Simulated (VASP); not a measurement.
# SiC (P6_3mc) in VASP: notebook

The runs below take SiC through single point, with PBEsol.

All numbers are computed with VASP 6.6.1; they aren't measurements. Logs are shortened: lines on timing, memory, paths and dates and some standing lists are left out, and cuts for length are marked.

### 1 The cell of the first run

Symmetry: P6_3mc, No. 186, hexagonal system. The conventional cell has a = 3.076 Å, b = 3.076 Å, c = 5.048 Å, α = 90.00°, β = 90.00°, γ = 120.00°. Within 2.5 Å of Si (site symmetry 3m) lie 4 C at 1.88 to 1.90 Å. C (site symmetry 3m) has 4 Si at 1.88 to 1.90 Å within 2.5 Å.

### 2 Single point, PBEsol

Input file INCAR:

```
ALGO     = Normal         # electronic algorithm
EDIFF    = 1E-7           # SCF threshold, eV
ENCUT    = 520            # plane-wave cutoff, eV
GGA      = PS             # functional
ISIF     = 2              # what is computed and relaxed
ISMEAR   = -1             # smearing method
LASPH    = T              # aspherical terms in the spheres
LCHARG   = F              # write CHGCAR
LREAL    = F              # projectors in reciprocal space
LWAVE    = F              # write WAVECAR
NBANDS   = 16             # bands
NELM     = 80             # most SCF steps
PREC     = Accurate       # precision mode
SIGMA    = 0.1            # smearing width, eV
```

Input file KPOINTS:

```
k-points
0
Gamma
  16 16 8
```

Input file POSCAR:

```
SiC
1.0
    3.0757704001      0.0000000000      0.0000000000
   -1.5378852001      2.6636953027      0.0000000000
    0.0000000000      0.0000000000      5.0475326534
Si C
2 2
Direct
    0.3333333333      0.6666666667      0.0045934394
    0.6666666667      0.3333333333      0.5045934394
    0.3333333333      0.6666666667      0.3804065606
    0.6666666667      0.3333333333      0.8804065606
```

Potentials or basis: VASP PAW PBE potentials, release 64 (Si, C).

Run with:

```console
$ cat potpaw_PBE.64/Si/POTCAR potpaw_PBE.64/C/POTCAR > POTCAR
$ mpirun -np 1 vasp_std > vasp.out
```

OUTCAR:

```text
EDIFF = 1E-7
   ENCUT = 520
   GGA = PS
   ISIF = 2
   ISMEAR = -1
   LASPH = T
   LREAL = F
   NELM = 80
   PREC = Accurate

 ion  position               nearest neighbor table
   1  0.333  0.667  0.005-   4 1.88   4 1.88   4 1.88   3 1.90   2 3.09   2 3.09   2 3.09   2 3.09
                             2 3.09   2 3.09
   2  0.667  0.333  0.505-   3 1.88   3 1.88   3 1.88   4 1.90   1 3.09   1 3.09   1 3.09   1 3.09
                             1 3.09   1 3.09
   3  0.333  0.667  0.380-   2 1.88   2 1.88   2 1.88   1 1.90
   4  0.667  0.333  0.880-   1 1.88   1 1.88   1 1.88   2 1.90

  LATTYP: Found a hexagonal cell.
 ALAT       =     3.0757704001
 C/A-ratio  =     1.6410628873

  Lattice vectors:

 A1 = (   3.0757704001,   0.0000000000,   0.0000000000)
 A2 = (  -1.5378852001,   2.6636953027,   0.0000000000)
 A3 = (   0.0000000000,   0.0000000000,   5.0475326534)

Analysis of symmetry for initial positions (statically):
=====================================================================
 Subroutine PRICEL returns:
 Original cell was already a primitive cell.

 Routine SETGRP: Setting up the symmetry group for a
 hexagonal supercell.

 Subroutine GETGRP returns: Found 12 space group operations
 (whereof  6 operations were pure point group operations)
 out of a pool of 24 trial point group operations.

The static configuration has the point symmetry C_3v.
 The point group associated with its full space group is C_6v.

Analysis of symmetry for dynamics (positions and initial velocities):
=====================================================================
 Subroutine PRICEL returns:
 Original cell was already a primitive cell.

 Routine SETGRP: Setting up the symmetry group for a
 hexagonal supercell.

 Subroutine GETGRP returns: Found 12 space group operations
 (whereof  6 operations were pure point group operations)
 out of a pool of 24 trial point group operations.

The dynamic configuration has the point symmetry C_3v.
 The point group associated with its full space group is C_6v.

 Subroutine INISYM returns: Found 12 space group operations
 (whereof  6 operations are pure point group operations),
 and found     1 'primitive' translations

----------------------------------------------------------------------------------------

                                     Primitive cell

  volume of cell :      41.3540

  direct lattice vectors                    reciprocal lattice vectors
     3.075770400  0.000000000  0.000000000     0.325121797  0.187709157  0.000000000
    -1.537885200  2.663695303  0.000000000     0.000000000  0.375418314  0.000000000
     0.000000000  0.000000000  5.047532653     0.000000000  0.000000000  0.198116598

  length of vectors
     3.075770400  3.075770400  5.047532653     0.375418314  0.375418314  0.198116598

  position of ions in fractional coordinates (direct lattice)
     0.333333333  0.666666667  0.004593439
     0.666666667  0.333333333  0.504593439
     0.333333333  0.666666667  0.380406561
     0.666666667  0.333333333  0.880406561

  ion indices of the primitive-cell ions
   primitive index   ion index
                 1           1
                 2           2
                 3           3
                 4           4

----------------------------------------------------------------------------------------

 KPOINTS: k-points

Automatic generation of k-mesh.
 Grid dimensions read from file:
 generate k-points for:   16   16    8

 Generating k-lattice:

  Cartesian coordinates                     Fractional coordinates (reciprocal lattice)
     0.020320112  0.011731822  0.000000000     0.062500000 -0.000000000  0.000000000
     0.000000000  0.023463645  0.000000000     0.000000000  0.062500000  0.000000000
     0.000000000  0.000000000  0.024764575     0.000000000  0.000000000  0.125000000

  Length of vectors
     0.023463645  0.023463645  0.024764575

  Shift w.r.t. Gamma in fractional coordinates (k-lattice)
     0.000000000  0.000000000  0.000000000

 Subroutine IBZKPT returns following result:
 ===========================================

 Found    150 irreducible k-points:

 Following reciprocal coordinates:
            Coordinates               Weight
  0.000000  0.000000  0.000000      1.000000
  0.062500 -0.000000  0.000000      6.000000
  0.125000 -0.000000  0.000000      6.000000
  0.187500  0.000000  0.000000      6.000000
  0.250000 -0.000000  0.000000      6.000000
  0.312500  0.000000  0.000000      6.000000
[... 16 lines left out ...]
  0.187500  0.187500  0.000000      6.000000
  0.250000  0.187500  0.000000     12.000000
 [... further k-points ...]
   k-points           NKPTS =    150   k-points in BZ     NKDIM =    150   number of bands    NBANDS=     16
   number of dos      NEDOS =    301   number of ions     NIONS =      4
   total plane-waves  NPLWV =  23040
   dimension x,y,z NGX =    24 NGY =   24 NGZ =   40
   dimension x,y,z NGXF=    48 NGYF=   48 NGZF=   80
   ions per type =               2   2
   NGX,Y,Z   is equivalent  to a cutoff of  12.97, 12.97, 13.17 a.u.
   NGXF,Y,Z  is equivalent  to a cutoff of  25.94, 25.94, 26.35 a.u.
 SYSTEM =  unknown system
   PREC   = accura    normal or accurate (medium, high low for compatibility)
   ISTART =      0    job   : 0-new  1-cont  2-samecut
   ICHARG =      2    charge: 1-file 2-atom 10-const
   ISPIN  =      1    spin polarized calculation?
   LNONCOLLINEAR =      F non collinear calculations
   LSORBIT =      F    spin-orbit coupling
   LASPH  =      T    aspherical Exc in radial PAW
   ENCUT  =  520.0 eV  38.22 Ry    6.18 a.u.   5.72  5.72  9.39*2*pi/ulx,y,z
   NELM   =     80;   NELMIN=  2; NELMDL= -5     # of ELM steps
   EDIFF  = 0.1E-06   stopping-criterion for ELM
   LREAL  =      F    real-space projection
   EDIFFG = 0.1E-05   stopping-criterion for IOM
   NSW    =      0    number of steps for IOM
   IBRION =     -1    ionic relax: 0-MD 1-quasi-New 2-CG
   NFREE  =      0    steps in history (QN), initial steepest desc. (CG)
   ISIF   =      2    stress and relaxation
   ISYM   =      2    0-nonsym 1-usesym 2-fastsym
   POTIM  = 0.5000    time-step for ionic-motion
   TEBEG  =    0.0;   TEEND  =   0.0 temperature during run
   PSTRESS=    0.0 pullay stress
   NELECT =      16.0000    total number of electrons
   NUPDOWN=      -1.0000    fix difference up-down
   EMIN   =  10.00;   EMAX   =-10.00  energy-range for DOS
   EFERMI =   0.00;   METHOD = LEGACY
   ISMEAR =    -1;   SIGMA  =   0.10  broadening in eV -4-tet -1-fermi 0-gaus
   EFERMI_NEDOS =   21; number of points for ismear=-14 and -15
   IALGO  =     38    algorithm
   IMIX   =      4    mixing-type and parameters
     AMIX     =   0.40;   BMIX     =  1.00
     AMIX_MAG =   1.60;   BMIX_MAG =  1.00
  volume/ion in A,a.u.               =      10.34        69.77
  Fermi-wavevector in a.u.,A,eV,Ry     =   1.192914  2.254280 19.361671  1.423043
  Thomas-Fermi vector in A             =   2.328940
   LORBIT       =      0    0 simple, 1 ext, 2 COOP (PROOUT), +10 PAW based schemes
   GGA     = PS    functional components
   LHFCALC =     F    Hartree Fock is set to
   AEXX    =    0.0000 exact exchange contribution
   IVDW    =     0    specifies the selected vdW correction
   LEPSILON=     F    determine dielectric tensor
   LRPA    =     F    only Hartree local field effects (RPA)
 non-spin polarized calculation
  energy-cutoff  :      520.00
  volume of cell :       41.35
 maximum number of plane-waves:      1132
 NGX is ok and might be reduce to    24
   NGX = 11   NGY = 11   NGZ = 19

 number of electron      15.9999999 magnetization

 Free energy of the ion-electron system (eV)
  ---------------------------------------------------
  ext. energy  EPLUGINS =         0.00000000
  ---------------------------------------------------
  free energy    TOTEN  =       -31.82220121 eV

  energy without entropy =      -31.82220054  energy(sigma->0) =      -31.82220087

 E-fermi :   9.3567     XC(G=0): -11.5003

 val. band max:        8.2111947231   @ k =   0.0000   0.0000   0.0000
 cond. band min:      10.3878490764   @ k =   0.3125   0.3125   0.0000
 fundamental gap:      2.1766543533
 Fermi energy:         9.3567144471

 k-point     1 :       0.0000    0.0000    0.0000
  band No.  band energies     occupation
      1      -7.3805      2.00000
      2      -3.7753      2.00000
      3      -0.5530      2.00000
      4       6.8888      2.00000
      5       6.8888      2.00000
      6       8.0981      1.99999
[... 8 lines left out ...]
     15      17.1065      0.00000
     16      19.4318      0.00000

 k-point     2 :       0.0625   -0.0000    0.0000
  band No.  band energies     occupation
      1      -7.3124      2.00000
      2      -3.7169      2.00000
      3      -0.4897      2.00000
      4       6.4811      2.00000
      5       6.7638      2.00000
      6       7.9377      2.00000
[... 8 lines left out ...]
     15      17.2816      0.00000
     16      18.8285      0.00000

 k-point     3 :       0.1250   -0.0000    0.0000
  band No.  band energies     occupation
      1      -7.1089      2.00000
      2      -3.5443      2.00000
      3      -0.3023      2.00000
      4       5.4962      2.00000
      5       6.4504      2.00000
      6       7.2455      2.00000
[... 8 lines left out ...]
     15      17.7193      0.00000
     16      17.9634      0.00000

 k-point     4 :       0.1875    0.0000    0.0000
  band No.  band energies     occupation
      1      -6.7731      2.00000
      2      -3.2668      2.00000
      3      -0.0005      2.00000
      4       4.2802      2.00000
      5       6.0585      2.00000
      6       6.2986      2.00000
[... 8 lines left out ...]
     15      17.7414      0.00000
     16      18.2208      0.00000

 k-point     5 :       0.2500   -0.0000    0.0000
  band No.  band energies     occupation
      1      -6.3112      2.00000
      2      -2.9065      2.00000
      3       0.3867      2.00000
      4       3.0565      2.00000
      5       5.2451      2.00000
      6       5.6699      2.00000
[... 8 lines left out ...]
     15      18.1766      0.00000
     16      18.9369      0.00000

 k-point     6 :       0.3125    0.0000    0.0000
  band No.  band energies     occupation
      1      -5.7353      2.00000
      2      -2.5183      2.00000
      3       0.7254      2.00000
      4       2.0828      2.00000
      5       4.1782      2.00000
      6       5.3338      2.00000
[... 8 lines left out ...]
     15      18.8032      0.00000
     16      19.9794      0.00000
[... 267 lines left out ...]
 k-point    21 :       0.3750    0.1250    0.0000
  band No.  band energies     occupation
      1      -4.2206      2.00000
      2      -2.2813      2.00000
      3       0.5569      2.00000
      4       2.2810      2.00000
      5       2.6900      2.00000
      6       3.8967      2.00000
[... 8 lines left out ...]
     15      19.0597      0.00000
     16      20.0611      0.00000

 k-point    22 :       0.4375    0.1250    0.0000
  band No.  band energies     occupation
      1      -3.8456      2.00000
      2      -2.5071      2.00000
      3       0.6168      2.00000
      4       2.0153      2.00000
      5       2.8407      2.00000
      6       3.8704      2.00000
[... 8 lines left out ...]
     15      18.6610      0.00000
     16      20.5306      0.00000

 k-point    23 :       0.1875    0.1875    0.0000
  band No.  band energies     occupation
      1      -5.6057      2.00000
      2      -2.4267      2.00000
      3       0.8680      2.00000
      4       2.5081      2.00000
      5       3.5014      2.00000
      6       4.9085      2.00000
[... 8 lines left out ...]
     15      18.8306      0.00000
     16      18.9406      0.00000

 k-point    24 :       0.2500    0.1875    0.0000
  band No.  band energies     occupation
      1      -4.9962      2.00000
      2      -2.1521      2.00000
      3       0.9590      2.00000
      4       2.2883      2.00000
      5       2.8941      2.00000
      6       4.1355      2.00000
[... 8 lines left out ...]
     15      18.6751      0.00000
     16      19.5769      0.00000

 [... further k-points ...]
[... 5 lines left out ...]
  --------------------------------------------------------------------------------------
  -------------------------------------------------------------------------------------
  Total        0.1014257      0.1014257      0.0995041     -0.0000000      0.0000000      0.0000000
  in kB        3.9295318      3.9295318      3.8550848     -0.0000000      0.0000000      0.0000000
  external PRESSURE =       3.9047161 kB  Pullay stress =       0.0000000 kB

 VOLUME and BASIS-vectors are now :
 -----------------------------------------------------------------------------
  energy-cutoff  :      520.00
  volume of cell :       41.35
      direct lattice vectors                 reciprocal lattice vectors
     3.075770400  0.000000000  0.000000000     0.325121797  0.187709157  0.000000000
    -1.537885200  2.663695303  0.000000000     0.000000000  0.375418314  0.000000000
     0.000000000  0.000000000  5.047532653     0.000000000  0.000000000  0.198116598

 POSITION                                       TOTAL-FORCE (eV/Angst)
 -----------------------------------------------------------------------------------
     -0.00000      1.77580      0.02319        -0.000000      0.000000      0.000733
      1.53789      0.88790      2.54695         0.000000      0.000000      0.000733
     -0.00000      1.77580      1.92011        -0.000000      0.000000     -0.000733
      1.53789      0.88790      4.44388         0.000000     -0.000000     -0.000733
 -----------------------------------------------------------------------------------
    total drift:                               -0.000000     -0.000000     -0.000233

  FREE ENERGIE OF THE ION-ELECTRON SYSTEM (eV)
  ---------------------------------------------------
  free  energy   TOTEN  =       -31.8222012055 eV

  energy  without entropy=      -31.8222005439  energy(sigma->0) =      -31.82220087
```

Run time: 51 s. Hardware: 1 thread of AMD EPYC 9R14 (Zen 4), shared host; peak memory 0.18 GiB.

Results:

```
Free energy            : -31.8222 eV
Pressure               : 0.4 GPa
Band gap on the k mesh : 2.18 eV, indirect (least direct gap 3.85 eV)
```

Levels at points of the mesh, in eV from the valence-band top:
```
           k point  band 5  band 6  band 7  band 8  band 9  band 10  band 11  band 12
(0.00, 0.00, 0.00)   -1.32   -0.11    0.00    0.00    4.74     6.15     6.60     6.60
(0.50, 0.00, 0.00)   -5.48   -3.34   -3.34   -1.20    2.65     4.12     6.80     7.04
(0.00, 0.00, 0.50)   -0.71   -0.71   -0.71   -0.71    5.83     5.83     7.27     7.27
(0.50, 0.00, 0.50)   -2.46   -2.46   -2.34   -2.34    3.17     3.17     5.16     5.16
```

Caveat: the PAW data sets were made with another functional, which shifts forces and pressure a little.

### 3 Single point, PBEsol

This run uses another cell than the first one, of 9.74 Å³/atom, 0.942 times its volume.

Input file INCAR:

```
ALGO = Normal
EDIFF = 1E-6
ENCUT = 520
GGA = PS
ISIF = 2
ISMEAR = 0
LASPH = T
LCHARG = T
LELF = T
LREAL = F
LVHAR = T
LWAVE = F
NBANDS = 16
NELM = 80
PREC = Accurate
SIGMA = 0.01
```

Input file KPOINTS:

```
k-points
0
Gamma
  8 8 6
```

Input file POSCAR:

```
SiC
1.0
    3.0155943763      0.0000000000      0.0000000000
   -1.5077971882      2.6115813374      0.0000000000
    0.0000000000      0.0000000000      4.9457774572
Si C
2 2
Direct
    0.3333333333      0.6666666667      0.0046040305
    0.6666666667      0.3333333333      0.5046040305
    0.3333333333      0.6666666667      0.3803959695
    0.6666666667      0.3333333333      0.8803959695
```

Potentials or basis: VASP PAW PBE potentials, release 64 (Si, C).

Run with:

```console
$ cat potpaw_PBE.64/Si/POTCAR potpaw_PBE.64/C/POTCAR > POTCAR
$ mpirun -np 1 vasp_std > vasp.out
```

OUTCAR:

```text
EDIFF = 1E-6
   ENCUT = 520
   GGA = PS
   ISIF = 2
   ISMEAR = 0
   LASPH = T
   LREAL = F
   NELM = 80
   PREC = Accurate

 ion  position               nearest neighbor table
   1  0.333  0.667  0.005-   4 1.85   4 1.85   4 1.85   3 1.86   2 3.02   2 3.02   2 3.02   2 3.02
                             2 3.02   2 3.02
   2  0.667  0.333  0.505-   3 1.85   3 1.85   3 1.85   4 1.86   1 3.02   1 3.02   1 3.02   1 3.02
                             1 3.02   1 3.02
   3  0.333  0.667  0.380-   2 1.85   2 1.85   2 1.85   1 1.86
[... 654 lines left out ...]
     16      21.4632      0.00000

 [... further k-points ...]
[... 5 lines left out ...]
  --------------------------------------------------------------------------------------
  -------------------------------------------------------------------------------------
  Total        3.7420435      3.7420435      3.7455363     -0.0000000      0.0000000      0.0000000
  in kB      153.9247148    153.9247148    154.0683887     -0.0000000      0.0000000      0.0000000
  external PRESSURE =     153.9726061 kB  Pullay stress =       0.0000000 kB

 VOLUME and BASIS-vectors are now :
 -----------------------------------------------------------------------------
  energy-cutoff  :      520.00
  volume of cell :       38.95
      direct lattice vectors                 reciprocal lattice vectors
     3.015594376  0.000000000  0.000000000     0.331609585  0.191454883  0.000000000
    -1.507797188  2.611581337  0.000000000     0.000000000  0.382909766  0.000000000
     0.000000000  0.000000000  4.945777457     0.000000000  0.000000000  0.202192680

 POSITION                                       TOTAL-FORCE (eV/Angst)
 -----------------------------------------------------------------------------------
     -0.00000      1.74105      0.02277         0.000000     -0.000000     -0.000249
      1.50780      0.87053      2.49566         0.000000      0.000000     -0.000249
     -0.00000      1.74105      1.88135        -0.000000      0.000000      0.000249
      1.50780      0.87053      4.35424        -0.000000      0.000000      0.000249
 -----------------------------------------------------------------------------------
    total drift:                                0.000000      0.000000     -0.000284

  FREE ENERGIE OF THE ION-ELECTRON SYSTEM (eV)
  ---------------------------------------------------
  free  energy   TOTEN  =       -31.7070589527 eV

  energy  without entropy=      -31.7070589527  energy(sigma->0) =      -31.70705895
```

stdout:

```text
POSCAR found type information on POSCAR SiC
 POSCAR found :  2 types and       4 ions
 scaLAPACK will be used
 -----------------------------------------------------------------------------
|                                                                             |
|                                                                             |
|     You enforced a specific xc type in the INCAR file but a different       |
|     I HOPE YOU KNOW WHAT YOU ARE DOING!                                     |
|                                                                             |
 -----------------------------------------------------------------------------

 LDA part: xc-table for (Slater+PW92), standard interpolation
 POSCAR, INCAR and KPOINTS ok, starting setup
 FFT: planning ... GRIDC
 FFT: planning ... GRID_SOFT
 FFT: planning ... GRID
 WAVECAR not read
 entering main loop
```

It took 9.5 s on 1 thread of Intel Xeon 6975P-C (Granite Rapids), shared host; peak memory 0.15 GiB.

What came out:

```yaml
Free_energy: -31.7071 eV
Pressure: 15.4 GPa
Band_gap_on_the_k_mesh: 2.28 eV, indirect (least direct gap 3.96 eV)
```

Levels at points of the mesh, in eV from the valence-band top:
```tsv
k point	band 5	band 6	band 7	band 8	band 9	band 10	band 11	band 12
(0.00, 0.00, 0.00)	-1.35	-0.11	0.00	0.00	5.24	6.78	6.95	6.95
(0.50, 0.00, 0.00)	-5.69	-3.52	-3.47	-1.21	2.75	4.18	7.26	7.27
(0.00, 0.00, 0.50)	-0.73	-0.73	-0.73	-0.73	6.34	6.34	7.60	7.60
(0.50, 0.00, 0.50)	-2.55	-2.55	-2.40	-2.40	3.29	3.29	5.42	5.42
```

Caveat: the PAW data sets were made with another functional, which shifts forces and pressure a little.
